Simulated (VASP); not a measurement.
# KPt (P-6m2) in VASP: single point with LDA

Aim: the single point of KPt with LDA.

All numbers are computed with VASP 6.6.1; they aren't measurements. Logs are shortened: lines on timing, memory, paths and dates and some standing lists are left out, and cuts for length are marked.

### 1 The cell of the first run

It takes space group P-6m2 (No. 187, hexagonal). Conventional cell: a = 3.001 Å, b = 3.001 Å, c = 5.346 Å, α = 90.00°, β = 90.00°, γ = 120.00°. K (site symmetry -6m2) has 6 K at 3.00 Å and 6 Pt at 3.19 Å within 4.0 Å. Pt (site symmetry -6m2) has 6 Pt at 3.00 Å and 6 K at 3.19 Å within 4.0 Å.

### 2 Single point, LDA, collinear spin

File POSCAR:

```
KPt
1.0
    3.0008472788      0.0000000000      0.0000000000
   -1.5004236394      2.5988099763      0.0000000000
    0.0000000000      0.0000000000      5.3455780000
K Pt
1 1
Direct
    0.0000000000      0.0000000000      0.5000000000
    0.6666666667      0.3333333333      0.0000000000
```

File INCAR.step1:

```
SYSTEM = KPt
PREC = Accurate ; ENCUT = 520
EDIFF = 1E-6 ; ISMEAR = -1
SIGMA = 0.08 ; LREAL = .FALSE.
LASPH = .TRUE. ; NELM = 150
ALGO = Normal ; ISIF = 2
LWAVE = .FALSE. ; LCHARG = .TRUE.
ISPIN = 2 ; MAGMOM = 0 0.6
LMAXMIX = 4 ; GGA = CA
NBANDS = 20
```

File KPOINTS.step1:

```
regular mesh
0
G
  11 11 6
  0 0 0
```

File INCAR.step2:

```
SYSTEM = KPt
PREC = Accurate ; ENCUT = 520
EDIFF = 1E-6 ; ISMEAR = -5
SIGMA = 0.08 ; LREAL = .FALSE.
LASPH = .TRUE. ; NELM = 150
ALGO = Normal ; ISIF = 2
LWAVE = .FALSE. ; LCHARG = .FALSE.
ISPIN = 2 ; MAGMOM = 0 0.6
LORBIT = 10 ; LMAXMIX = 4
GGA = CA ; NBANDS = 20
NEDOS = 2001 ; ICHARG = 11
```

File KPOINTS.step2:

```
regular mesh
0
G
  17 17 9
  0 0 0
```

Potentials or basis: VASP PAW LDA potentials, release 64 (K_sv, Pt).

Run with:

```console
cat potpaw_LDA.64/K_sv/POTCAR potpaw_LDA.64/Pt/POTCAR > POTCAR
cp INCAR.step1 INCAR
cp KPOINTS.step1 KPOINTS
mpirun -np 1 vasp_std > vasp.out
cp INCAR.step2 INCAR
cp KPOINTS.step2 KPOINTS
mpirun -np 1 vasp_std > vasp.out
```

OUTCAR:

```text
SYSTEM = KPt
   PREC = Accurate
   ENCUT = 520
   EDIFF = 1E-6
   ISMEAR = -5
   LREAL = .FALSE.
   LASPH = .TRUE.
   NELM = 150
   ISIF = 2
   ISPIN = 2
   LORBIT = 10
   GGA = CA
   ICHARG = 11

 ion  position               nearest neighbor table
   1  0.000  0.000  0.500-   2 3.19   2 3.19   2 3.19   2 3.19   2 3.19   2 3.19
   2  0.667  0.333  0.000-   1 3.19   1 3.19   1 3.19   1 3.19   1 3.19   1 3.19

  LATTYP: Found a hexagonal cell.
 ALAT       =     3.0008472788
 C/A-ratio  =     1.7813562315

  Lattice vectors:

 A1 = (   3.0008472788,   0.0000000000,   0.0000000000)
 A2 = (  -1.5004236394,   2.5988099763,   0.0000000000)
 A3 = (   0.0000000000,   0.0000000000,   5.3455780000)

Analysis of symmetry for initial positions (statically):
=====================================================================
 Subroutine PRICEL returns:
 Original cell was already a primitive cell.

 Routine SETGRP: Setting up the symmetry group for a
 hexagonal supercell.

 Subroutine GETGRP returns: Found 12 space group operations
 (whereof 12 operations were pure point group operations)
 out of a pool of 24 trial point group operations.

The static configuration has the point symmetry D_3h.

Analysis of symmetry for dynamics (positions and initial velocities):
=====================================================================
 Subroutine PRICEL returns:
 Original cell was already a primitive cell.

 Routine SETGRP: Setting up the symmetry group for a
 hexagonal supercell.

 Subroutine GETGRP returns: Found 12 space group operations
 (whereof 12 operations were pure point group operations)
 out of a pool of 24 trial point group operations.

The dynamic configuration has the point symmetry D_3h.

Analysis of structural, dynamic, and magnetic symmetry:
=====================================================================
 Subroutine PRICEL returns:
 Original cell was already a primitive cell.

 Routine SETGRP: Setting up the symmetry group for a
 hexagonal supercell.

 Subroutine GETGRP returns: Found 12 space group operations
 (whereof 12 operations were pure point group operations)
 out of a pool of 24 trial point group operations.

The overall configuration has the point symmetry D_3h.

 Subroutine INISYM returns: Found 12 space group operations
 (whereof 12 operations are pure point group operations),
 and found     1 'primitive' translations

----------------------------------------------------------------------------------------

                                     Primitive cell

  volume of cell :      41.6882

  direct lattice vectors                    reciprocal lattice vectors
     3.000847279  0.000000000  0.000000000     0.333239218  0.192395752  0.000000000
    -1.500423639  2.598809976  0.000000000     0.000000000  0.384791504  0.000000000
     0.000000000  0.000000000  5.345578000     0.000000000  0.000000000  0.187070509

  length of vectors
     3.000847279  3.000847279  5.345578000     0.384791504  0.384791504  0.187070509

  position of ions in fractional coordinates (direct lattice)
     0.000000000  0.000000000  0.500000000
     0.666666667  0.333333333  0.000000000

  ion indices of the primitive-cell ions
   primitive index   ion index
                 1           1
                 2           2

----------------------------------------------------------------------------------------

 KPOINTS: regular mesh

Automatic generation of k-mesh.
 Grid dimensions read from file:
 generate k-points for:   17   17    9

 Generating k-lattice:

  Cartesian coordinates                     Fractional coordinates (reciprocal lattice)
     0.019602307  0.011317397  0.000000000     0.058823529  0.000000000  0.000000000
     0.000000000  0.022634794  0.000000000     0.000000000  0.058823529  0.000000000
     0.000000000  0.000000000  0.020785612     0.000000000  0.000000000  0.111111111

  Length of vectors
     0.022634794  0.022634794  0.020785612

  Shift w.r.t. Gamma in fractional coordinates (k-lattice)
     0.000000000  0.000000000  0.000000000

 TETIRR: Found   2533 inequivalent tetrahedra from    15606

 Subroutine IBZKPT returns following result:
 ===========================================

 Found    165 irreducible k-points:

 Following reciprocal coordinates:
            Coordinates               Weight
  0.000000  0.000000  0.000000      1.000000
  0.058824 -0.000000  0.000000      6.000000
  0.117647  0.000000  0.000000      6.000000
  0.176471 -0.000000  0.000000      6.000000
  0.235294  0.000000  0.000000      6.000000
  0.294118  0.000000  0.000000      6.000000
[... 16 lines left out ...]
  0.411765  0.117647  0.000000     12.000000
  0.176471  0.176471  0.000000      6.000000
 [... further k-points ...]
   k-points           NKPTS =    165   k-points in BZ     NKDIM =    165   number of bands    NBANDS=     20
   number of dos      NEDOS =   2001   number of ions     NIONS =      2
   total plane-waves  NPLWV =  23040
   dimension x,y,z NGX =    24 NGY =   24 NGZ =   40
   dimension x,y,z NGXF=    48 NGYF=   48 NGZF=   80
   ions per type =               1   1
   NGX,Y,Z   is equivalent  to a cutoff of  13.30, 13.30, 12.44 a.u.
   NGXF,Y,Z  is equivalent  to a cutoff of  26.59, 26.59, 24.88 a.u.
 SYSTEM =  KPt
   PREC   = accura    normal or accurate (medium, high low for compatibility)
   ISTART =      0    job   : 0-new  1-cont  2-samecut
   ICHARG =     11    charge: 1-file 2-atom 10-const
   ISPIN  =      2    spin polarized calculation?
   LNONCOLLINEAR =      F non collinear calculations
   LSORBIT =      F    spin-orbit coupling
   LASPH  =      T    aspherical Exc in radial PAW
   ENCUT  =  520.0 eV  38.22 Ry    6.18 a.u.   5.58  5.58  9.94*2*pi/ulx,y,z
   NELM   =    150;   NELMIN=  2; NELMDL=  0     # of ELM steps
   EDIFF  = 0.1E-05   stopping-criterion for ELM
   LREAL  =      F    real-space projection
   EDIFFG = 0.1E-04   stopping-criterion for IOM
   NSW    =      0    number of steps for IOM
   IBRION =     -1    ionic relax: 0-MD 1-quasi-New 2-CG
   NFREE  =      0    steps in history (QN), initial steepest desc. (CG)
   ISIF   =      2    stress and relaxation
   ISYM   =      2    0-nonsym 1-usesym 2-fastsym
   POTIM  = 0.5000    time-step for ionic-motion
   TEBEG  =    0.0;   TEEND  =   0.0 temperature during run
   PSTRESS=    0.0 pullay stress
   NELECT =      19.0000    total number of electrons
   NUPDOWN=      -1.0000    fix difference up-down
   EMIN   =  10.00;   EMAX   =-10.00  energy-range for DOS
   EFERMI =   0.00;   METHOD = LEGACY
   ISMEAR =    -5;   SIGMA  =   0.08  broadening in eV -4-tet -1-fermi 0-gaus
   EFERMI_NEDOS =   21; number of points for ismear=-14 and -15
   IALGO  =     38    algorithm
   IMIX   =      4    mixing-type and parameters
     AMIX     =   0.40;   BMIX     =  1.00
     AMIX_MAG =   1.60;   BMIX_MAG =  1.00
  volume/ion in A,a.u.               =      20.84       140.66
  Fermi-wavevector in a.u.,A,eV,Ry     =   1.259858  2.380787 21.595748  1.587243
  Thomas-Fermi vector in A             =   2.393397
   LORBIT       =     10    0 simple, 1 ext, 2 COOP (PROOUT), +10 PAW based schemes
   GGA     = CA    functional components
   LHFCALC =     F    Hartree Fock is set to
   AEXX    =    0.0000 exact exchange contribution
   IVDW    =     0    specifies the selected vdW correction
   LEPSILON=     F    determine dielectric tensor
   LRPA    =     F    only Hartree local field effects (RPA)
 spin polarized calculation
 Fermi weights with tetrahedron method with Bloechl corrections
  energy-cutoff  :      520.00
  volume of cell :       41.69
 maximum number of plane-waves:      1148
 NGX is ok and might be reduce to    24

 number of electron      19.0000002 magnetization       0.0000377

 Free energy of the ion-electron system (eV)
  ---------------------------------------------------
  ext. energy  EPLUGINS =         0.00000000
  ---------------------------------------------------
  free energy    TOTEN  =        -8.19089796 eV

  energy without entropy =       -8.19089796  energy(sigma->0) =       -8.19089796

 E-fermi :   5.1646     XC(G=0): -10.9935

 val. band max:        5.2494992167   @ k =   0.4706   0.0000   0.0000
 cond. band min:       5.1651562566   @ k =   0.3529   0.0588   0.0000
 fundamental gap:     -0.0843429600
 Fermi energy:         5.1645847888

 spin component 1

 k-point     1 :       0.0000    0.0000    0.0000
  band No.  band energies     occupation
      1     -26.6793      1.00000
      2     -10.1908      1.00000
      3      -9.2219      1.00000
      4      -9.2219      1.00000
      5      -1.2342      1.00000
      6       1.8671      1.00000
[... 12 lines left out ...]
     19      19.7963      0.00000
     20      21.5763      0.00000

 k-point     2 :       0.0588   -0.0000    0.0000
  band No.  band energies     occupation
      1     -26.6632      1.00000
      2     -10.1749      1.00000
      3      -9.3129      1.00000
      4      -9.2396      1.00000
      5      -1.1246      1.00000
      6       1.9186      1.00000
[... 12 lines left out ...]
     19      20.0405      0.00000
     20      21.7399      0.00000
[... 465 lines left out ...]
      3      -9.9353      1.00000
      4      -9.6748      1.00000
      5       1.1382      1.00000
      6       2.0526      1.00000
[... 12 lines left out ...]
     19      17.6705      0.00000
     20      19.3832      0.00000

 k-point    24 :       0.1765    0.1765    0.0000
  band No.  band energies     occupation
      1     -26.3433      1.00000
      2     -10.7166      1.00000
      3      -9.8575      1.00000
      4      -9.7361      1.00000
      5       1.2046      1.00000
      6       2.1255      1.00000
[... 12 lines left out ...]
     19      17.9518      0.00000
     20      20.5515      0.00000

 [... further k-points ...]

 spin component 2

 k-point     1 :       0.0000    0.0000    0.0000
  band No.  band energies     occupation
      1     -26.6793      1.00000
      2     -10.1908      1.00000
      3      -9.2219      1.00000
      4      -9.2219      1.00000
      5      -1.2342      1.00000
      6       1.8671      1.00000
[... 12 lines left out ...]
     19      19.7963      0.00000
     20      21.5763      0.00000

 k-point     2 :       0.0588   -0.0000    0.0000
  band No.  band energies     occupation
      1     -26.6633      1.00000
      2     -10.1749      1.00000
      3      -9.3129      1.00000
      4      -9.2396      1.00000
      5      -1.1246      1.00000
      6       1.9185      1.00000
[... 12 lines left out ...]
     19      20.0405      0.00000
     20      21.7399      0.00000
[... 465 lines left out ...]
      3      -9.9353      1.00000
      4      -9.6748      1.00000
      5       1.1382      1.00000
      6       2.0526      1.00000
[... 12 lines left out ...]
     19      17.6704      0.00000
     20      19.3832      0.00000

 k-point    24 :       0.1765    0.1765    0.0000
  band No.  band energies     occupation
      1     -26.3433      1.00000
      2     -10.7166      1.00000
      3      -9.8575      1.00000
      4      -9.7361      1.00000
      5       1.2046      1.00000
      6       2.1255      1.00000
[... 12 lines left out ...]
     19      17.9518      0.00000
     20      20.5516      0.00000

 [... further k-points ...]
[... 5 lines left out ...]
  --------------------------------------------------------------------------------------
  -------------------------------------------------------------------------------------
  Total       -2.0817503     -2.0817503     -1.6438346     -0.0000000      0.0000000      0.0000000
  in kB      -80.0066576    -80.0066576    -63.1765083     -0.0000000      0.0000000      0.0000000
  external PRESSURE =     -74.3966079 kB  Pullay stress =       0.0000000 kB

 VOLUME and BASIS-vectors are now :
 -----------------------------------------------------------------------------
  energy-cutoff  :      520.00
  volume of cell :       41.69
      direct lattice vectors                 reciprocal lattice vectors
     3.000847279  0.000000000  0.000000000     0.333239218  0.192395752  0.000000000
    -1.500423639  2.598809976  0.000000000     0.000000000  0.384791504  0.000000000
     0.000000000  0.000000000  5.345578000     0.000000000  0.000000000  0.187070509

 POSITION                                       TOTAL-FORCE (eV/Angst)
 -----------------------------------------------------------------------------------
      0.00000      0.00000      2.67279         0.000000      0.000000      0.000000
      1.50042      0.86627      0.00000        -0.000000      0.000000      0.000000
 -----------------------------------------------------------------------------------
    total drift:                               -0.000568      0.000328      0.000000

  FREE ENERGIE OF THE ION-ELECTRON SYSTEM (eV)
  ---------------------------------------------------
  free  energy   TOTEN  =        -8.1908979582 eV

  energy  without entropy=       -8.1908979582  energy(sigma->0) =       -8.19089796

 total charge

# of ion       s       p       d       tot
------------------------------------------
    1        1.984   5.560   0.087   7.631
    2        0.658   0.285   8.079   9.021
--------------------------------------------------
tot          2.641   5.844   8.166  16.652

 magnetization (x)

# of ion       s       p       d       tot
------------------------------------------
    1        0.000   0.000   0.000   0.000
    2        0.000   0.000  -0.000  -0.000
--------------------------------------------------
tot          0.000   0.000  -0.000  -0.000
```

Wall time 7.3 min (1 thread of Intel Xeon 8259CL, shared host); peak memory 0.32 GiB.

Results:

| Quantity | Value |
| --- | --- |
| Net moment | 0.00 μB per cell |
| Valence electrons inside the program's atomic spheres | K 7.63; Pt 9.02 |

Levels at points of the mesh, in eV from the Fermi level:
Spin up:
```
           k point  band 7  band 8  band 9  band 10  band 11  band 12  band 13  band 14
(0.00, 0.00, 0.00)   -2.31   -2.31   -0.93    -0.93     1.70     1.79     5.66     5.66
```
Spin down:
| k point | band 7 | band 8 | band 9 | band 10 | band 11 | band 12 | band 13 | band 14 |
| --- | --- | --- | --- | --- | --- | --- | --- | --- |
| (0.00, 0.00, 0.00) | -2.31 | -2.31 | -0.93 | -0.93 | 1.70 | 1.79 | 5.66 | 5.66 |

Caveat: spin-orbit coupling is left out, which moves the levels of the heavy elements.
